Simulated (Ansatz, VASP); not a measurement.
## MgO in VASP and in Ansatz

```
CELL_PARAMETERS angstrom
3.48638 0.00000 0.00000
-1.74319 3.01929 0.00000
0.00000 0.00000 4.17804
ATOMIC_POSITIONS crystal
Mg 0.66667 0.33333 0.75000
Mg 0.33333 0.66667 0.25000
O 0.66667 0.33333 0.25000
O 0.33333 0.66667 0.75000
```

Alike in both runs: task single point; functional r2SCAN; k mesh 5 × 5 × 4; occupations fermi-dirac, width 0.01 eV; no spin polarisation.

```csv
,VASP,Ansatz
version,VASP 6.6.1,Ansatz 0.2.0
potentials or method,"VASP PAW PBE potentials, release 64 (Mg, O), cutoff 660 eV","plane waves, PAW"
valence electrons in the cell,16,32
```

```tsv
	VASP	Ansatz	Ansatz less VASP
gap on the k mesh at the Fermi level (eV)	4.09	4.10	+0.010
```

VASP's potentials were made for PBE, not for r2SCAN. The functional is the same, so the differences come from potentials, cutoffs and numerics. VASP's potentials hold 16 valence electrons a cell and Ansatz's 32, so a difference there can come from the potentials and not from the codes.
